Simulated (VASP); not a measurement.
Set up this calculation in VASP 6.6.1, as the native input.

```yaml
Task: single point
Functional: PBE-based screened hybrid with 25 % exact exchange
Potentials_or_basis: VASP PAW PBE potentials, release 64 (Si)
Cutoff: 520 eV
k_mesh: 7 × 7 × 7
Occupations: fermi-dirac, width 0.05 eV
Spin: no spin polarisation
Dipole_correction: no
Grid_for_exact_exchange_PRECFOCK: Normal
Share_of_exact_exchange: 0.25
Further_INCAR_settings: ALGO = Normal; EDIFF = 1e-07; NBANDS = 8
Screening_parameter: 0.3 1/Å
```

Crystal: Si.

```
Si
1.0
    -1.62691    1.62691    1.32033
     1.62691   -1.62691    1.32033
     1.62691    1.62691   -1.32033
Si
1
Direct
  0.00000 0.00000 0.00000
```

One way to write it, as run:

POSCAR

```
Si
1.0
   -1.6269149300      1.6269149300      1.3203298500
    1.6269149300     -1.6269149300      1.3203298500
    1.6269149300      1.6269149300     -1.3203298500
Si
1
Direct
    0.0000000000      0.0000000000      0.0000000000
```

INCAR.step1

```
PREC = Accurate
ENCUT = 520
EDIFF = 1E-5
ISMEAR = -1
SIGMA = 0.05
LREAL = False
LASPH = True
NELM = 80
ALGO = Normal
ISIF = 2
LWAVE = True
LCHARG = False
NBANDS = 8
GGA = PE
```

INCAR.step2

```
PREC = Accurate
ENCUT = 520
EDIFF = 1E-7
ISMEAR = -1
SIGMA = 0.05
LREAL = False
LASPH = True
NELM = 80
ALGO = Normal
ISIF = 2
LWAVE = False
LCHARG = False
GGA = PE
LHFCALC = True
AEXX = 0.25
HFSCREEN = 0.3
PRECFOCK = Normal
NBANDS = 8
ISTART = 1
```

KPOINTS

```
regular mesh
0
Gamma
  7 7 7
```

Potentials or basis: VASP PAW PBE potentials, release 64 (Si).

Launch:

```sh
$ cat potpaw_PBE.64/Si/POTCAR > POTCAR
$ cp INCAR.step1 INCAR
$ mpirun -np 1 vasp_std > vasp.out
$ cp INCAR.step2 INCAR
$ mpirun -np 1 vasp_std > vasp.out
```

It gave:

- Pressure: 1.7 GPa
- Band gap on the k mesh: zero (bands 2 and 3 overlap by 13.85 eV)

Caveat: the k points lie up to 0.44 Å⁻¹ apart, too coarse for converged energies and pressures of a metal; the PAW data sets were made with another functional, which shifts forces and pressure a little.

Run time: 8.5 min on 1 thread of Intel Xeon 8259CL (shared host), peak memory 0.22 GiB.
